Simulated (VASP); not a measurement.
Set up this calculation in VASP 6.6.1, as the native input.

```yaml
Task: single point
Functional: PBEsol
Dispersion: D3(BJ)
Potentials_or_basis: VASP PAW PBE potentials, release 64 (B, N)
Cutoff: 600 eV
k_mesh: 12 × 12 × 12
Occupations: gaussian, width 0.05 eV
Spin: no spin polarisation
Dipole_correction: no
Further_INCAR_settings: ALGO = Normal; EDIFF = 1e-06; NBANDS = 11
```

The structure of BN lies in POSCAR:

```
BN
1.0
    0.0000000000      1.8083057799      1.8083057799
    1.8083057799      0.0000000000      1.8083057799
    1.8083057799      1.8083057799      0.0000000000
B N
1 1
Direct
    0.0000000000      0.0000000000      0.0000000000
    0.7500000000      0.7500000000      0.7500000000
```

This cell differs from its parent crystal: volume scaled by 1.02.

One way to write it, as run:

INCAR

```
SYSTEM = BN
PREC = Accurate
ENCUT = 600
EDIFF = 1E-6
ISMEAR = 0
SIGMA = 0.05
LREAL = .FALSE.
LASPH = .TRUE.
NELM = 120
ALGO = Normal
ISIF = 2
LWAVE = .FALSE.
LCHARG = .FALSE.
GGA = PS
IVDW = 12
NBANDS = 11
GGA_COMPAT = .FALSE.
```

KPOINTS

```
Automatic mesh
0
G
  12 12 12
  0 0 0
```

Potentials or basis: VASP PAW PBE potentials, release 64 (B, N).

Launch:

```bash
$ cat potpaw_PBE.64/B/POTCAR potpaw_PBE.64/N/POTCAR > POTCAR
$ mpirun -np 1 vasp_std > vasp.out
```

Results of the run:

```yaml
Pressure: -7.1 GPa
Band_gap_on_the_k_mesh: 4.28 eV, indirect (least direct gap 8.76 eV)
Dispersion_energy_per_atom: -0.144 eV
```

Caveat: the PAW data sets were made with another functional, which shifts forces and pressure a little.

It took 5.1 s on 1 thread of Intel(R) Xeon(R) 6975P-C (Granite Rapids), with other jobs on the host, peak memory 0.14 GiB.
